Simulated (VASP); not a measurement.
# SnSe2 (P-3m1) in VASP: further runs, part 3 of 3

VASP 6.6.1. The steps go on from the part before.

## Step 5: Single point, PBE+D3(BJ) (strain +0.080 along x and y, +0.080 along z)

INCAR

```
SYSTEM = SnSe2
  PREC = Accurate
  ENCUT = 520
  EDIFF = 1E-6
  ISMEAR = 0
  SIGMA = 0.05
  LREAL = .FALSE.
  LASPH = .TRUE.
  NELM = 80
  ALGO = Normal
  ISIF = 2
  LWAVE = .FALSE.
  LCHARG = .FALSE.
  GGA = PE
  IVDW = 12
  NBANDS = 20
```

KPOINTS

```
Automatic mesh
0
G
  9 9 6
  0 0 0
```

POSCAR

```
SnSe2
1.0
    4.1158786841      0.0000000000      0.0000000000
   -2.0579393420      3.5644554993      0.0000000000
    0.0000000000      0.0000000000      6.6279600000
Sn Se
1 2
Direct
    0.0000000000      0.0000000000      0.0000000000
    0.3333333333      0.6666666667      0.2500000000
    0.6666666667      0.3333333333      0.7500000000
```

Potentials or basis: VASP PAW PBE potentials, release 64 (Sn_d, Se).

Command:

```console
$ cat potpaw_PBE.64/Sn_d/POTCAR potpaw_PBE.64/Se/POTCAR > POTCAR
$ mpirun -np 1 vasp_std > vasp.out
```

OUTCAR:

```text
SYSTEM = SnSe2
   PREC = Accurate
   ENCUT = 520
   EDIFF = 1E-6
   ISMEAR = 0
   LREAL = .FALSE.
   LASPH = .TRUE.
   NELM = 80
   ISIF = 2
   GGA = PE
   IVDW = 12
 IVDW          = 12

 ion  position               nearest neighbor table
   1  0.000  0.000  0.000-   2 2.90   3 2.90   2 2.90   3 2.90   3 2.90   2 2.90
   2  0.333  0.667  0.250-   1 2.90   1 2.90   1 2.90
   3  0.667  0.333  0.750-   1 2.90   1 2.90   1 2.90

  LATTYP: Found a hexagonal cell.
 ALAT       =     4.1158786841
 C/A-ratio  =     1.6103390087

  Lattice vectors:

 A1 = (   4.1158786841,   0.0000000000,   0.0000000000)
 A2 = (  -2.0579393420,   3.5644554993,   0.0000000000)
 A3 = (   0.0000000000,   0.0000000000,   6.6279600000)

Analysis of symmetry for initial positions (statically):
=====================================================================
 Subroutine PRICEL returns:
 Original cell was already a primitive cell.

 Routine SETGRP: Setting up the symmetry group for a
 hexagonal supercell.

 Subroutine GETGRP returns: Found 12 space group operations
 (whereof 12 operations were pure point group operations)
 out of a pool of 24 trial point group operations.

The static configuration has the point symmetry D_3d.

Analysis of symmetry for dynamics (positions and initial velocities):
=====================================================================
 Subroutine PRICEL returns:
 Original cell was already a primitive cell.

 Routine SETGRP: Setting up the symmetry group for a
 hexagonal supercell.

 Subroutine GETGRP returns: Found 12 space group operations
 (whereof 12 operations were pure point group operations)
 out of a pool of 24 trial point group operations.

The dynamic configuration has the point symmetry D_3d.

 Subroutine INISYM returns: Found 12 space group operations
 (whereof 12 operations are pure point group operations),
 and found     1 'primitive' translations

----------------------------------------------------------------------------------------

[... 113 lines left out ...]
     AMIX     =   0.40;   BMIX     =  1.00
     AMIX_MAG =   1.60;   BMIX_MAG =  1.00
  volume/ion in A,a.u.               =      32.41       218.73
  Fermi-wavevector in a.u.,A,eV,Ry     =   1.054680  1.993056 15.134441  1.112350
  Thomas-Fermi vector in A             =   2.189849
   LORBIT       =      0    0 simple, 1 ext, 2 COOP (PROOUT), +10 PAW based schemes
   GGA     = PE    functional components
   LHFCALC =     F    Hartree Fock is set to
   AEXX    =    0.0000 exact exchange contribution
   IVDW    =    12    specifies the selected vdW correction
   LEPSILON=     F    determine dielectric tensor
   LRPA    =     F    only Hartree local field effects (RPA)
 non-spin polarized calculation
 Gauss-broadening in eV      SIGMA  =   0.05
  energy-cutoff  :      520.00
  volume of cell :       97.24
 maximum number of plane-waves:      2641
 NGX is ok and might be reduce to    32
   NGX = 15   NGY = 15   NGZ = 25

 number of electron      25.9999999 magnetization

 Free energy of the ion-electron system (eV)
  ---------------------------------------------------
  ext. energy  EPLUGINS =         0.00000000
  ---------------------------------------------------
  free energy    TOTEN  =       -11.55553808 eV

  energy without entropy =      -11.55553798  energy(sigma->0) =      -11.55553803

 E-fermi :   2.1441     XC(G=0):  -8.4478

 val. band max:        1.9962150178   @ k =   0.1111   0.1111   0.0000
 cond. band min:       2.2769566272   @ k =   0.0000   0.0000   0.0000
 fundamental gap:      0.2807416094
 Fermi energy:         2.1441474348

 k-point     1 :       0.0000    0.0000    0.0000
  band No.  band energies     occupation
      1     -19.1223      2.00000
      2     -19.1223      2.00000
      3     -19.1154      2.00000
      4     -19.1082      2.00000
      5     -19.1082      2.00000
      6     -10.5822      2.00000
[... 541 lines left out ...]
     19       9.4244      0.00000
     20      10.6087      0.00000

 [... further k-points ...]

------------------------ aborting loop because EDIFF is reached ----------------------------------------

 Edisp (eV)   -0.85010

 E8    (eV) :    -0.3720

  FORCE on cell =-STRESS in cart. coord.  units (eV):
  Direction    XX          YY          ZZ          XY          YZ          ZX
  --------------------------------------------------------------------------------------
  -------------------------------------------------------------------------------------
  Total      -4.84129    -4.84129    -3.95542    -0.00000     0.00000    -0.00000
  in kB     -79.76940   -79.76940   -65.17292    -0.00000     0.00000    -0.00000
  external pressure =      -74.90 kB  Pullay stress =        0.00 kB

 VOLUME and BASIS-vectors are now :
 -----------------------------------------------------------------------------
  energy-cutoff  :      520.00
  volume of cell :       97.24
      direct lattice vectors                 reciprocal lattice vectors
     4.115878684  0.000000000  0.000000000     0.242961486  0.140273879  0.000000000
    -2.057939342  3.564455499  0.000000000     0.000000000  0.280547758  0.000000000
     0.000000000  0.000000000  6.627960000     0.000000000  0.000000000  0.150875986

 POSITION                                       TOTAL-FORCE (eV/Angst)
 -----------------------------------------------------------------------------------
      0.00000      0.00000      0.00000         0.000000      0.000000      0.000000
     -0.00000      2.37630      1.65699        -0.000000      0.000000     -0.876739
      2.05794      1.18815      4.97097         0.000000     -0.000000      0.876739
 -----------------------------------------------------------------------------------
    total drift:                               -0.000000     -0.000000      0.000000

  FREE ENERGIE OF THE ION-ELECTRON SYSTEM (eV)
  ---------------------------------------------------
  free  energy   TOTEN  =       -12.4056395371 eV

  energy  without entropy=      -12.4056394317  energy(sigma->0) =      -12.40563948
```

OSZICAR:

```text
N       E                     dE             d eps       ncg     rms          rms(c)
DAV:   1     0.196436764777E+03    0.19644E+03   -0.11839E+04  2500   0.137E+03
DAV:   2     0.112823741129E+02   -0.18515E+03   -0.17864E+03  2708   0.348E+02
DAV:   3    -0.110089821307E+02   -0.22291E+02   -0.21725E+02  3068   0.110E+02
DAV:   4    -0.118140051799E+02   -0.80502E+00   -0.80356E+00  2928   0.223E+01
DAV:   5    -0.118358432995E+02   -0.21838E-01   -0.21836E-01  3496   0.382E+00    0.381E+00
DAV:   6    -0.115578125391E+02    0.27803E+00   -0.73450E-01  3380   0.705E+00    0.238E+00
DAV:   7    -0.115538710903E+02    0.39414E-02   -0.11702E-01  2792   0.179E+00    0.987E-01
DAV:   8    -0.115548307039E+02   -0.95961E-03   -0.10759E-02  2868   0.805E-01    0.213E-01
DAV:   9    -0.115554361855E+02   -0.60548E-03   -0.18289E-03  2980   0.311E-01    0.691E-02
DAV:  10    -0.115555256960E+02   -0.89510E-04   -0.27945E-04  2824   0.100E-01    0.168E-02
DAV:  11    -0.115555328931E+02   -0.71971E-05   -0.33335E-05  3168   0.380E-02    0.146E-02
DAV:  12    -0.115555372938E+02   -0.44007E-05   -0.70367E-06  2768   0.152E-02    0.553E-03
DAV:  13    -0.115555380843E+02   -0.79046E-06   -0.40474E-07  1964   0.477E-03
   1 F= -.12405640E+02 E0= -.12405639E+02  d E =-.105313E-06
```

It took 68 s on 1 thread of AMD EPYC 9R45 (Zen 5), shared host; peak memory 0.26 GiB.

Results:

| Property | Result |
| --- | --- |
| Free energy | -12.4056 eV |
| Pressure | -7.5 GPa |
| Largest force | 0.877 eV/Å |
| Band gap on the k mesh | 0.28 eV (least direct gap 0.39 eV) |
| Dispersion energy per atom | -0.283 eV |

Forces on the atoms (eV/Å):
```
Sn   0.000  0.000  0.000
Se   0.000  0.000 -0.877
Se   0.000  0.000  0.877
```

Caveat: the cell differs from its parent crystal (strain +0.080 along x and y, +0.080 along z); the cell stands under tension; spin-orbit coupling is left out, which moves the levels of the heavy elements; an odd mesh through Γ misses points on the zone boundary, where band edges can lie.

## Step 6: Summary

| cell | gap on the mesh (eV) | pressure (GPa) | largest force (eV/Å) |
| --- | --- | --- | --- |
| a = 3.659, b = 3.659, c = 6.137 Å, angles 90.0, 90.0, 120.0°, 3 atoms | 0.74 | 10.8 | 1.45 |
| a = 3.659, b = 3.659, c = 6.628 Å, angles 90.0, 90.0, 120.0°, 3 atoms | 0.33 | 3.7 | 0.04 |
| a = 3.811, b = 3.811, c = 6.628 Å, angles 90.0, 90.0, 120.0°, 3 atoms | 0.42 | -1.8 | 0.40 |
| a = 4.116, b = 4.116, c = 6.628 Å, angles 90.0, 90.0, 120.0°, 3 atoms | 0.28 | -7.5 | 0.88 |

Alike in all rows: task single point; level PBE+D3(BJ); potentials or basis VASP PAW PBE potentials, release 64 (Sn_d, Se); no spin polarisation; k mesh 9 × 9 × 6; cutoff (eV) 520; smearing gaussian 0.05 eV.

Caveats: spin-orbit coupling is left out, which moves the levels of the heavy elements; an odd mesh through Γ misses points on the zone boundary, where band edges can lie; the cell stands under pressure (at least some runs); forces of over 1 eV/Å act on the atoms, so gaps and moduli don't describe the material at rest (at least some runs); the cell stands under tension (at least some runs).

Absolute energies hang on the potentials; compare differences alone.
